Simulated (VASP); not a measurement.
A run of VASP 6.6.1:

Contents of INCAR:

```
SYSTEM = InPd
PREC = Accurate
ENCUT = 520
EDIFF = 1E-6
ISMEAR = 0
SIGMA = 0.15
LREAL = .FALSE.
LASPH = .TRUE.
NELM = 80
ALGO = Fast
ISIF = 2
LWAVE = .FALSE.
LCHARG = .TRUE.
GGA = PE
LELF = .TRUE.
LVHAR = .TRUE.
NBANDS = 18
```

File KPOINTS:

```
regular mesh
0
G
  14 14 14
  0 0 0
```

File POSCAR:

```
InPd
1.0
    3.3437699169      0.0000000000      0.0000000000
    0.0000000000      3.3437699169      0.0000000000
    0.0000000000      0.0000000000      3.2282509542
In Pd
1 1
Direct
   -0.0269202079      0.0000000000      0.0000000000
    0.5290445821      0.5000000000      0.5000000000
```

Potentials or basis: VASP PAW PBE potentials, release 64 (In_d, Pd).

Launch:

```sh
$ cat potpaw_PBE.64/In_d/POTCAR potpaw_PBE.64/Pd/POTCAR > POTCAR
$ mpirun -np 1 vasp_std > vasp.out
```

Hardware: 1 thread of Intel(R) Xeon(R) Platinum 8488C (Sapphire Rapids) (shared host).

Question: Estimate the wall time of this run.

Answer: It took 3.3 min on 1 thread of Intel(R) Xeon(R) Platinum 8488C (Sapphire Rapids), with other jobs on the host, peak memory 0.44 GiB. Counts: scf iterations 14, k points 512.
